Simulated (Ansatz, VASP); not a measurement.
Two plane-wave programs on Al

File POSCAR:

```
Al
1.0
    2.8465581113      0.0000000000      0.0000000000
   -1.4232790557      2.4651916378      0.0000000000
    0.0000000000      0.0000000000      4.5631896711
Al
2
Direct
    0.6666666667      0.3333333333      0.7500000000
    0.3333333333      0.6666666667      0.2500000000
```

The input INCAR.step1:

```
SYSTEM = Al
ALGO = Normal ; EDIFF = 1E-4
ENCUT = 520 ; GGA = PE
ISMEAR = 0 ; LASPH = .TRUE.
LCHARG = .FALSE. ; LREAL = .FALSE.
LWAVE = .TRUE. ; NBANDS = 10
NELM = 100 ; PREC = Accurate
SIGMA = 0.15
```

The input INCAR.step2:

```
SYSTEM = Al
ALGO = Normal ; EDIFF = 1E-7
ENCUT = 520 ; ISIF = 2
ISMEAR = 0 ; ISTART = 1
LASPH = .TRUE. ; LCHARG = .FALSE.
LMIXTAU = .TRUE. ; LREAL = .FALSE.
LWAVE = .FALSE. ; METAGGA = R2SCAN
NBANDS = 10 ; NELM = 100
PREC = Accurate ; SIGMA = 0.15
```

File KPOINTS:

```
k-points
0
G
  30 30 14
  0 0 0
```

Input for Ansatz:

```yaml
crystal:
  lattice:
    - [2.8465581113, 0.0, 0.0]
    - [-1.4232790557, 2.4651916378, 0.0]
    - [0.0, 0.0, 4.5631896711]
  atoms:
    - { symbol: Al, position: [0.6666666667, 0.3333333333, 0.75] }
    - { symbol: Al, position: [0.3333333333, 0.6666666667, 0.25] }
basis:
  ecutwfc: 500
kpoints:
  mp_grid: { grid: [30, 30, 14] }
hamiltonian:
  xc: r2scan
scf:
  occupations: { method: gaussian, width: 0.15 }
output:
  forces: true
  stress: true
  eigenvalues: true
```

Alike in both runs: task single point; functional r2SCAN; k mesh 30 × 30 × 14; occupations gaussian, width 0.15 eV; no spin polarisation.

|  | VASP | Ansatz |
| --- | --- | --- |
| version | VASP 6.6.1 | Ansatz 0.2.0 |
| potentials or method | VASP PAW PBE potentials, release 64 (Al), cutoff 520 eV | scalar-relativistic, plane waves, PAW |
| valence electrons in the cell | 6 | 6 |

```csv
,VASP,Ansatz,Ansatz less VASP
gap on the k mesh at the Fermi level (eV),none,none,-
pressure (GPa),-0.3,0.1,+0.32
"traceless stress, the component that is largest in VASP (GPa)",1.35,1.35,+0.005
```

VASP's potentials were made for PBE, not for r2SCAN. A gap of «none» marks a metal or a gap that the smearing closes.
